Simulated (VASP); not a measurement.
# PrBe3Si in VASP: notebook

The runs below take PrBe3Si through relaxation of cell and atoms, single point, with PBE.

Everything below comes from runs of VASP 6.6.1. Logs are shortened: lines on timing, memory, paths and dates and some standing lists are left out, and cuts for length are marked.

## 1. The cell of the first run

It takes space group P6_3/mmc (No. 194, hexagonal). The conventional cell has a = 3.415 Å, b = 3.415 Å, c = 11.559 Å, α = 90.00°, β = 90.00°, γ = 120.00°. Within 2.9 Å of Pr (site symmetry -3m) lie 8 Be at 2.21 to 2.89 Å. Within 2.5 Å of Be (site symmetry 3m) lie 1 Si at 1.90 Å and 3 Pr at 2.21 Å. Be (site symmetry -6m2) has 3 Si at 1.97 Å within 2.6 Å. Si (site symmetry -6m2) has 5 Be at 1.90 to 1.97 Å within 2.5 Å.

The cell was generated, and may not be a known phase.

## 2. Relaxation of cell and atoms, PBE

File INCAR:

```
SYSTEM = PrBe3Si
PREC = Accurate
ENCUT = 600
EDIFF = 1E-7
ISMEAR = 0
SIGMA = 0.2
LREAL = .False.
LASPH = .True.
NELM = 200
ALGO = Normal
ISIF = 3
LWAVE = .False.
LCHARG = .False.
GGA = PE
IBRION = 2
NSW = 36
EDIFFG = -0.08
GGA_COMPAT = .False.
NELMIN = 4
LMAXMIX = 6
```

File KPOINTS:

```
regular mesh
0
Gamma
  5 5 2
  0 0 0
```

File POSCAR:

```
PrBe3Si
1.0
    3.4147362500      0.0000000000      0.0000000000
   -1.7073681300      2.9572483400      0.0000000000
    0.0000000000      0.0000000000     11.5591706000
Pr Be Si
2 6 2
Direct
    0.0000000000      0.0000000000      0.5000000000
    0.0000000000      0.0000000000      0.0000000000
    0.6666666700      0.3333333300      0.5855969800
    0.0000000000      0.0000000000      0.7500000000
    0.6666666700      0.3333333300      0.9144030200
    0.0000000000      0.0000000000      0.2500000000
    0.3333333300      0.6666666700      0.4144030200
    0.3333333300      0.6666666700      0.0855969800
    0.6666666700      0.3333333300      0.7500000000
    0.3333333300      0.6666666700      0.2500000000
```

Potentials or basis: VASP PAW PBE potentials, release 64 (Pr_3, Be, Si), 4f in core.

Run with:

```sh
cat potpaw_PBE.64/Pr_3/POTCAR potpaw_PBE.64/Be/POTCAR potpaw_PBE.64/Si/POTCAR > POTCAR
mpirun -np 1 vasp_std > vasp.out
```

OUTCAR:

```text
SYSTEM = PrBe3Si
   PREC = Accurate
   ENCUT = 600
   EDIFF = 1E-7
   ISMEAR = 0
   LREAL = .False.
   LASPH = .True.
   NELM = 200
   ISIF = 3
   GGA = PE
   IBRION = 2
   NSW = 36
   EDIFFG = -0.08
   NELMIN = 4

 ion  position               nearest neighbor table
   1  0.000  0.000  0.500-   3 2.21   7 2.21   3 2.21   7 2.21   3 2.21   7 2.21   6 2.89   4 2.89
                             9 3.50  10 3.50   9 3.50  10 3.50  10 3.50   9 3.50
   2  0.000  0.000  0.000-   5 2.21   8 2.21   5 2.21   8 2.21   5 2.21   8 2.21   6 2.89   4 2.89
                             9 3.50  10 3.50   9 3.50  10 3.50  10 3.50   9 3.50
   3  0.667  0.333  0.586-   9 1.90   1 2.21   1 2.21   1 2.21
   4  0.000  0.000  0.750-   9 1.97   9 1.97   9 1.97   1 2.89   2 2.89
   5  0.667  0.333  0.914-   9 1.90   2 2.21   2 2.21   2 2.21
   6  0.000  0.000  0.250-  10 1.97  10 1.97  10 1.97   1 2.89   2 2.89
   7  0.333  0.667  0.414-  10 1.90   1 2.21   1 2.21   1 2.21
   8  0.333  0.667  0.086-  10 1.90   2 2.21   2 2.21   2 2.21
   9  0.667  0.333  0.750-   3 1.90   5 1.90   4 1.97   4 1.97   4 1.97   1 3.50   2 3.50   2 3.50
                             1 3.50   2 3.50   1 3.50
  10  0.333  0.667  0.250-   7 1.90   8 1.90   6 1.97   6 1.97   6 1.97   1 3.50   2 3.50   2 3.50
                             1 3.50   2 3.50   1 3.50

  LATTYP: Found a hexagonal cell.
 ALAT       =     3.4147362500
 C/A-ratio  =     3.3850844556

  Lattice vectors:

 A1 = (   3.4147362500,   0.0000000000,   0.0000000000)
 A2 = (  -1.7073681300,   2.9572483400,   0.0000000000)
 A3 = (   0.0000000000,   0.0000000000,  11.5591706000)

Analysis of symmetry for initial positions (statically):
=====================================================================
 Subroutine PRICEL returns:
 Original cell was already a primitive cell.

 Routine SETGRP: Setting up the symmetry group for a
 hexagonal supercell.

 Subroutine GETGRP returns: Found 24 space group operations
 (whereof 12 operations were pure point group operations)
 out of a pool of 24 trial point group operations.

The static configuration has the point symmetry D_3d.
 The point group associated with its full space group is D_6h.

Analysis of symmetry for dynamics (positions and initial velocities):
=====================================================================
 Subroutine PRICEL returns:
 Original cell was already a primitive cell.

 Routine SETGRP: Setting up the symmetry group for a
 hexagonal supercell.

 Subroutine GETGRP returns: Found 24 space group operations
 (whereof 12 operations were pure point group operations)
 out of a pool of 24 trial point group operations.

The dynamic configuration has the point symmetry D_3d.
 The point group associated with its full space group is D_6h.

 Subroutine INISYM returns: Found 24 space group operations
 (whereof 12 operations are pure point group operations),
 and found     1 'primitive' translations

----------------------------------------------------------------------------------------

                                     Primitive cell

  volume of cell :     116.7271

  direct lattice vectors                    reciprocal lattice vectors
     3.414736250  0.000000000  0.000000000     0.292848386  0.169076095  0.000000000
    -1.707368130  2.957248340  0.000000000     0.000000000  0.338152189  0.000000000
     0.000000000  0.000000000 11.559170600     0.000000000  0.000000000  0.086511397

  length of vectors
     3.414736250  3.414736253 11.559170600     0.338152189  0.338152189  0.086511397

  position of ions in fractional coordinates (direct lattice)
     0.000000000  0.000000000  0.500000000
     0.000000000  0.000000000  0.000000000
     0.666666670  0.333333330  0.585596980
     0.000000000  0.000000000  0.750000000
     0.666666670  0.333333330  0.914403020
     0.000000000  0.000000000  0.250000000
     0.333333330  0.666666670  0.414403020
     0.333333330  0.666666670  0.085596980
     0.666666670  0.333333330  0.750000000
     0.333333330  0.666666670  0.250000000

[... 48 lines left out ...]
   ISTART =      0    job   : 0-new  1-cont  2-samecut
   ICHARG =      2    charge: 1-file 2-atom 10-const
   ISPIN  =      1    spin polarized calculation?
   LNONCOLLINEAR =      F non collinear calculations
   LSORBIT =      F    spin-orbit coupling
   LASPH  =      T    aspherical Exc in radial PAW
   ENCUT  =  600.0 eV  44.10 Ry    6.64 a.u.   6.82  6.82 23.09*2*pi/ulx,y,z
   NELM   =    200;   NELMIN=  4; NELMDL= -5     # of ELM steps
   EDIFF  = 0.1E-06   stopping-criterion for ELM
   LREAL  =      F    real-space projection
   EDIFFG = -.8E-01   stopping-criterion for IOM
   NSW    =     36    number of steps for IOM
   IBRION =      2    ionic relax: 0-MD 1-quasi-New 2-CG
   NFREE  =      1    steps in history (QN), initial steepest desc. (CG)
   ISIF   =      3    stress and relaxation
   ISYM   =      2    0-nonsym 1-usesym 2-fastsym
   POTIM  = 0.5000    time-step for ionic-motion
   TEBEG  =    0.0;   TEEND  =   0.0 temperature during run
   PSTRESS=    0.0 pullay stress
   NELECT =      42.0000    total number of electrons
   NUPDOWN=      -1.0000    fix difference up-down
   EMIN   =  10.00;   EMAX   =-10.00  energy-range for DOS
   EFERMI =   0.00;   METHOD = LEGACY
   ISMEAR =     0;   SIGMA  =   0.20  broadening in eV -4-tet -1-fermi 0-gaus
   EFERMI_NEDOS =   21; number of points for ismear=-14 and -15
   IALGO  =     38    algorithm
   IMIX   =      4    mixing-type and parameters
     AMIX     =   0.40;   BMIX     =  1.00
     AMIX_MAG =   1.60;   BMIX_MAG =  1.00
  volume/ion in A,a.u.               =      11.67        78.77
  Fermi-wavevector in a.u.,A,eV,Ry     =   1.164396  2.200389 18.447025  1.355818
  Thomas-Fermi vector in A             =   2.300934
   LORBIT       =      0    0 simple, 1 ext, 2 COOP (PROOUT), +10 PAW based schemes
   GGA     = PE    functional components
   LHFCALC =     F    Hartree Fock is set to
   AEXX    =    0.0000 exact exchange contribution
   IVDW    =     0    specifies the selected vdW correction
   LEPSILON=     F    determine dielectric tensor
   LRPA    =     F    only Hartree local field effects (RPA)
 conjugate gradient relaxation of ions
 non-spin polarized calculation
 Gauss-broadening in eV      SIGMA  =   0.20
  energy-cutoff  :      600.00
  volume of cell :      116.73
 maximum number of plane-waves:      3910
 NGX is ok and might be reduce to    28
   NGX = 13   NGY = 13   NGZ = 47

--------------------------------------- Ionic step        1  -------------------------------------------

 number of electron      42.0000000 magnetization

 Free energy of the ion-electron system (eV)
  ---------------------------------------------------
  ext. energy  EPLUGINS =         0.00000000
  ---------------------------------------------------
  free energy    TOTEN  =       -22.49697746 eV

  energy without entropy =      -22.44273951  energy(sigma->0) =      -22.46985849

 E-fermi :   7.0804     XC(G=0): -11.1096

 val. band max:        6.7961545261   @ k =   0.4000   0.0000   0.0000
 cond. band min:       7.1676401667   @ k =   0.2000   0.2000   0.5000
 fundamental gap:      0.3714856406
 Fermi energy:         7.0803675018

 k-point     1 :       0.0000    0.0000    0.0000
  band No.  band energies     occupation
      1     -28.2819      2.00000
      2     -28.2818      2.00000
      3     -10.9028      2.00000
      4     -10.8488      2.00000
      5      -9.8337      2.00000
      6      -9.8337      2.00000
[... 506 lines left out ...]
  energy  without entropy=      -34.0583888944  energy(sigma->0) =      -34.09603585

--------------------------------------- Ionic step        6  -------------------------------------------

 number of electron      42.0000000 magnetization

 Free energy of the ion-electron system (eV)
  ---------------------------------------------------
  ext. energy  EPLUGINS =         0.00000000
  ---------------------------------------------------
  free energy    TOTEN  =       -34.13482308 eV

  energy without entropy =      -34.06039331  energy(sigma->0) =      -34.09760819

 E-fermi :   2.9244     XC(G=0):  -8.8932

 val. band max:        2.7790457246   @ k =   0.2000   0.0000   0.0000
 cond. band min:       3.0366414097   @ k =   0.4000   0.2000   0.5000
 fundamental gap:      0.2575956850
 Fermi energy:         2.9243588432

 k-point     1 :       0.0000    0.0000    0.0000
  band No.  band energies     occupation
      1     -32.9137      2.00000
      2     -32.9137      2.00000
      3     -15.1453      2.00000
      4     -15.1421      2.00000
      5     -14.7929      2.00000
      6     -14.7929      2.00000
[... 326 lines left out ...]
  FREE ENERGIE OF THE ION-ELECTRON SYSTEM (eV)
  ---------------------------------------------------
  free  energy   TOTEN  =       -34.1348230788 eV

  energy  without entropy=      -34.0603933081  energy(sigma->0) =      -34.09760819

 reached required accuracy - stopping structural energy minimisation
```

Wall time 3.3 min (1 thread of Intel Xeon Platinum 8488C (Sapphire Rapids), shared host); peak memory 0.29 GiB.

Results:

| Quantity | Value |
| --- | --- |
| Free energy | -34.1348 eV |
| Relaxed volume | 20.65 Å³/atom |
| Relaxed cell | a = 4.269 Å, b = 4.269 Å, c = 13.086 Å, α = 90.00°, β = 90.00°, γ = 120.00° |
| Space group after relaxing (to 0.1 Å) | P6_3/mmc (No. 194) |
| Energy gained by relaxing | 1163.8 meV/atom |
| Ionic steps | 6 |
| Pressure after relaxing | 0.0 GPa |
| Largest force after relaxing | 0.063 eV/Å |
| Band gap on the k mesh | zero (bands 21 and 22 overlap by 1.08 eV) |

Forces on the atoms (eV/Å):
```
Pr   0.000  0.000  0.000
Pr   0.000  0.000  0.000
Be   0.000  0.000 -0.063
Be   0.000  0.000  0.000
Be   0.000  0.000  0.063
Be   0.000  0.000  0.000
Be   0.000  0.000  0.063
Be   0.000  0.000 -0.063
Si   0.000  0.000  0.000
Si   0.000  0.000  0.000
```

Stress tensor (GPa, compression positive):
```
 0.07  0.00  0.00
 0.00  0.07  0.00
 0.00  0.00 -0.14
```

Step by step:
| step | energy change (eV) | largest force (eV/Å) | pressure (GPa) | volume (Å³) |
| --- | --- | --- | --- | --- |
| 1 | 0.0000 | 0.8934 | 61.93 | 116.73 |
| 2 | -11.6059 | 0.2701 | -0.95 | 210.23 |
| 3 | -11.6074 | 0.2694 | 0.24 | 204.70 |
| 4 | -11.6120 | 0.2692 | -0.36 | 207.43 |
| 5 | -11.6367 | 0.1373 | 0.09 | 206.30 |
| 6 | -11.6378 | 0.0633 | 0.00 | 206.49 |

Final structure:
```cif
data_structure
_symmetry_space_group_name_H-M 'P 1'
_symmetry_Int_Tables_number 1
_cell_length_a 4.2686
_cell_length_b 4.2686
_cell_length_c 13.0858
_cell_angle_alpha 90.000
_cell_angle_beta 90.000
_cell_angle_gamma 120.000
_cell_volume 206.49
loop_
_atom_site_label
_atom_site_type_symbol
_atom_site_fract_x
_atom_site_fract_y
_atom_site_fract_z
_atom_site_occupancy
Pr1 Pr 0.00000 0.00000 0.50000 1
Pr2 Pr 0.00000 0.00000 0.00000 1
Be1 Be 0.66667 0.33333 0.59006 1
Be2 Be 0.00000 0.00000 0.75000 1
Be3 Be 0.66667 0.33333 0.90994 1
Be4 Be 0.00000 0.00000 0.25000 1
Be5 Be 0.33333 0.66667 0.40994 1
Be6 Be 0.33333 0.66667 0.09006 1
Si1 Si 0.66667 0.33333 0.75000 1
Si2 Si 0.33333 0.66667 0.25000 1
```

Caveat: the k points lie up to 0.34 Å⁻¹ apart in the final cell, too coarse for converged energies and pressures of a metal; the volume moved by over 15 % at a fixed basis, so the end points are rough; spin-orbit coupling is left out, which moves the levels of the heavy elements; the 4f electrons are frozen in the core, so they carry no moment and show no levels; the relaxation stopped at a loose force limit of 0.08 eV/Å, so its end isn't a converged minimum.

## 3. Single point, PBE

This run uses another cell than the first one, of 15.95 Å³/atom.

File INCAR:

```
SYSTEM = PrBe3Si
PREC = Accurate
ENCUT = 600
EDIFF = 1E-6
ISMEAR = 0
SIGMA = 0.2
LREAL = .FALSE.
LASPH = .TRUE.
NELM = 200
ALGO = Normal
ISIF = 2
LWAVE = .FALSE.
LCHARG = .TRUE.
GGA = PE
LELF = .TRUE.
LVHAR = .TRUE.
NBANDS = 32
GGA_COMPAT = .FALSE.
LMAXMIX = 6
```

File KPOINTS:

```
regular mesh
0
G
  3 3 3
  0 0 0
```

File POSCAR:

```
PrBe3Si
1.0
    5.0066013777      0.0000000000      0.0000000000
   -2.5033006889      4.3358439798      0.0000000000
    0.0000000000      0.0000000000      7.3491455293
Pr Be Si
2 6 2
Direct
    0.0000000000      0.0000000000      0.2752788368
    0.0000000000      0.0000000000      0.7752788368
    0.4999557890      0.5000698372      0.5252959922
    0.4999301628      0.9998859518      0.5252959922
    0.0001140482      0.5000442110      0.5252959922
    0.5000442110      0.4999301628      0.0252959922
    0.5000698372      0.0001140482      0.0252959922
    0.9998859518      0.4999557890      0.0252959922
    0.3333333333      0.6666666667      0.7753493265
    0.6666666667      0.3333333333      0.2753493265
```

Potentials or basis: VASP PAW PBE potentials, release 64 (Pr_3, Be, Si), 4f in core.

Run with:

```sh
cat potpaw_PBE.64/Pr_3/POTCAR potpaw_PBE.64/Be/POTCAR potpaw_PBE.64/Si/POTCAR > POTCAR
mpirun -np 1 vasp_std > vasp.out
```

It took 48 s on 1 thread of Intel Xeon Platinum 8488C (Sapphire Rapids), shared host; peak memory 0.3 GiB.

The run converged. Its results:

* Free energy: -42.4201 eV
* Pressure: 0.1 GPa
* Band gap on the k mesh: zero (bands 21 and 22 overlap by 0.81 eV)

Stress tensor (GPa, compression positive):
```
0.04 0.00 0.00
0.00 0.04 0.00
0.00 0.00 0.24
```

Levels at points of the mesh, in eV from the Fermi level:
```
           k point  band 17  band 18  band 19  band 20  band 21  band 22  band 23  band 24  band 25  band 26
(0.00, 0.00, 0.00)    -2.24    -1.60    -1.60    -1.54     0.57     0.57     1.02     1.62     1.62     2.08
```

Caveat: the k points lie up to 0.48 Å⁻¹ apart, too coarse for converged energies and pressures of a metal; spin-orbit coupling is left out, which moves the levels of the heavy elements; the 4f electrons are frozen in the core, so they carry no moment and show no levels.

## 4. Single point, PBE

This run uses another cell than the first one, of 21.52 Å³/atom.

File INCAR:

```
ALGO     = Normal         # electronic algorithm
EDIFF    = 1E-6           # SCF threshold, eV
ENCUT    = 600            # plane-wave cutoff, eV
GGA      = PE             # functional
GGA_COMPAT= F            
ISIF     = 2              # what is computed and relaxed
ISMEAR   = 0              # smearing method
LASPH    = T              # aspherical terms in the spheres
LCHARG   = F              # write CHGCAR
LMAXMIX  = 6              # l up to which the mixer works
LREAL    = F              # projectors in reciprocal space
LWAVE    = F              # write WAVECAR
NBANDS   = 32             # bands
NELM     = 200            # most SCF steps
PREC     = Accurate       # precision mode
SIGMA    = 0.2            # smearing width, eV
```

File KPOINTS:

```
k-points
0
Gamma
  5 5 2
```

File POSCAR:

```
PrBe3Si
1.0
    3.8728341405      0.0000000033      0.0000000000
   -1.9364170731      3.3539727486      0.0000000000
    0.0000000000      0.0000000000     16.5662836272
Pr Be Si
2 6 2
Direct
    0.0000000000      0.0000000000      0.5000000000
    0.0000000000      0.0000000000      0.0000000000
    0.6666666667      0.3333333333      0.6237077758
    0.0000000000      0.0000000000      0.7500000000
    0.6666666667      0.3333333333      0.8762922242
    0.0000000000      0.0000000000      0.2500000000
    0.3333333333      0.6666666667      0.3762922242
    0.3333333333      0.6666666667      0.1237077758
    0.6666666667      0.3333333333      0.7500000000
    0.3333333333      0.6666666667      0.2500000000
```

Run with:

```sh
cat potpaw_PBE.64/Pr_3/POTCAR potpaw_PBE.64/Be/POTCAR potpaw_PBE.64/Si/POTCAR > POTCAR
mpirun -np 1 vasp_std > vasp.out
```

Run time: 58 s. Hardware: 1 thread of Intel Xeon 6975P-C (Granite Rapids), shared host; peak memory 0.4 GiB.

The run converged. Its results:

```yaml
Free_energy: -34.9791 eV
Pressure: 0.1 GPa
Largest_force: 0.014 eV/Å
Band_gap_on_the_k_mesh: zero (bands 21 and 22 overlap by 1.27 eV)
```

Forces on the atoms (eV/Å):
```
Pr   0.000  0.000  0.000
Pr   0.000  0.000  0.000
Be   0.000  0.000 -0.014
Be   0.000  0.000  0.000
Be   0.000  0.000  0.014
Be   0.000  0.000  0.000
Be   0.000  0.000  0.014
Be   0.000  0.000 -0.014
Si   0.000  0.000  0.000
Si   0.000  0.000  0.000
```

Stress tensor (GPa, compression positive):
```
-0.13  0.00  0.00
 0.00 -0.13  0.00
 0.00  0.00  0.71
```

Levels at points of the mesh, in eV from the Fermi level:
| k point | band 17 | band 18 | band 19 | band 20 | band 21 | band 22 | band 23 | band 24 | band 25 | band 26 |
| --- | --- | --- | --- | --- | --- | --- | --- | --- | --- | --- |
| (0.00, 0.00, 0.00) | 0.31 | 0.41 | 0.41 | 0.57 | 0.57 | 1.23 | 1.23 | 1.23 | 1.51 | 1.51 |
| (0.00, 0.00, 0.50) | 0.48 | 0.48 | 0.48 | 0.48 | 0.93 | 0.93 | 1.38 | 1.38 | 1.38 | 1.38 |

Caveat: the k points lie up to 0.37 Å⁻¹ apart, too coarse for converged energies and pressures of a metal; spin-orbit coupling is left out, which moves the levels of the heavy elements; the 4f electrons are frozen in the core, so they carry no moment and show no levels.

## 5. Summary

```csv
task,cell,k mesh,gap on the mesh (eV),pressure (GPa),largest force (eV/Å)
relaxation of cell and atoms,"relaxed from a = 3.415, b = 3.415, c = 11.559 Å, angles 90.0, 90.0, 120.0°, 10 atoms, atomic positions A",5 × 5 × 2,none,0.0,0.06
single point,"a = 5.007, b = 5.007, c = 7.349 Å, angles 90.0, 90.0, 120.0°, 10 atoms, atomic positions B",3 × 3 × 3,none,0.1,-
single point,"a = 3.873, b = 3.873, c = 16.566 Å, angles 90.0, 90.0, 120.0°, 10 atoms, atomic positions C",5 × 5 × 2,none,0.1,0.01
```

Alike in all rows: level PBE; potentials or basis VASP PAW PBE potentials, release 64 (Pr_3, Be, Si), 4f in core; no spin polarisation; cutoff (eV) 600; smearing gaussian 0.2 eV.

Caveats: all runs use coarse meshes; spin-orbit coupling is left out, which moves the levels of the heavy elements; the 4f electrons are frozen in the core, so they carry no moment and show no levels; the volume moved by over 15 % at a fixed basis, so the end points are rough (at least some runs); the relaxation stopped at a loose force limit of 0.08 eV/Å, so its end isn't a converged minimum (at least some runs).

Total energies depend on the potentials used, so only differences within one code and one set of settings carry meaning.

The gap in the log of VASP goes by the Fermi energy; the results here count the filled bands.